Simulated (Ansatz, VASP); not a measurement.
**Ni in VASP and in Ansatz**

The input INCAR:

```
  AGGAC = 1.0
  AGGAX = 1.0
  ALDAC = 0.0
  ALDAX = 1.0
  ALGO = Normal
  EDIFF = 1E-6
  EDIFFG = -0.01
  ENCUT = 600
  GGA = B5
  IBRION = 2
  ISIF = 3
  ISMEAR = -1
  ISPIN = 2
  LASPH = T
  LCHARG = F
  LMAXMIX = 4
  LORBIT = 11
  LREAL = F
  LWAVE = F
  MAGMOM = 0.8 -0.8
  NELM = 150
  NSW = 80
  PREC = Accurate
  SIGMA = 0.05
```

File KPOINTS:

```
k-points
0
Gamma
  12 12 12
```

POSCAR

```
Ni
1.0
    0.0000000000      2.2775907947      2.2775907947
    2.2775907947      0.0000000000      2.2775907947
    2.2775907947      2.2775907947      0.0000000000
Ni
2
Direct
    0.0000000000      0.0000000000      0.0000000000
    0.5000000000      0.5000000000      0.5000000000
```

Input for Ansatz:

```yaml
crystal:
  lattice:
    - [0.0, 2.2775907947, 2.2775907947]
    - [2.2775907947, 0.0, 2.2775907947]
    - [2.2775907947, 2.2775907947, 0.0]
  atoms:
    - { symbol: Ni, position: [0.0, 0.0, 0.0], spin: 0.8 }
    - { symbol: Ni, position: [0.5, 0.5, 0.5], spin: -0.8 }
hamiltonian:
  xc: blyp
  pseudopotentials:
    kind: paw
    azcp:
      Ni: "pseudopotentials/Ni.paw.azcp"
basis:
  ecutwfc: 420
  fft_grid_basis: typed
kpoints:
  mp_grid: { grid: [12, 12, 12], shift: [0, 0, 0] }
magnetization:
  spin_polarized: true
scf:
  occupations: { method: fermi_dirac, width: 0.05 }
relax:
  max_steps: 60
  f_tol: 0.01
  cell: {}
```

Alike in both runs: task relaxation of cell and atoms; functional BLYP; k mesh 12 × 12 × 12; occupations fermi-dirac, width 0.05 eV; collinear spin.

|  | VASP | Ansatz |
| --- | --- | --- |
| version | VASP 6.6.1 | Ansatz 0.2.0 |
| potentials or method | VASP PAW PBE potentials, release 64 (Ni), cutoff 600 eV | plane waves (420 eV) with PAW, scalar-relativistic |
| valence electrons in the cell | 20 | 36 |

Ansatz gave:

| Item | Value |
| --- | --- |
| net moment per atom (μB) | 0.00 |
| relaxed volume (Å³/atom) | 13.21 |
| relaxed length of the cell vector where the two differ most in proportion (Å) | 3.343 |

Q: Which values does VASP return?

A: net moment per atom (μB): 0.00; relaxed volume (Å³/atom): 13.22; relaxed length of the cell vector where the two differ most in proportion (Å): 3.344.

VASP's potentials were made for PBE, not for BLYP. VASP's potentials hold 20 valence electrons a cell and Ansatz's 36, so a difference there can come from the potentials and not from the codes. Ansatz's warnings: seeded moment not kept.
